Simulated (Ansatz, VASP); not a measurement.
**Rb in VASP and in Ansatz**

```
CELL_PARAMETERS angstrom
-2.84257 2.84257 2.84257
2.84257 -2.84257 2.84257
2.84257 2.84257 -2.84257
ATOMIC_POSITIONS crystal
Rb 0.00000 0.00000 0.00000
```

Alike in both runs: task single point; functional PBE; k mesh 6 × 6 × 6; occupations gaussian, width 0.05 eV; no spin polarisation.

|  | VASP | Ansatz |
| --- | --- | --- |
| version | VASP 6.6.1 | Ansatz 0.2.0 |
| potentials or method | VASP PAW PBE potentials, release 64 (Rb_sv), cutoff 520 eV | scalar-relativistic, plane waves, PAW |
| valence electrons in the cell | 9 | 9 |

|  | VASP | Ansatz | Ansatz less VASP |
| --- | --- | --- | --- |
| pressure (GPa) | 0.0 | 0.0 | 0.00 |
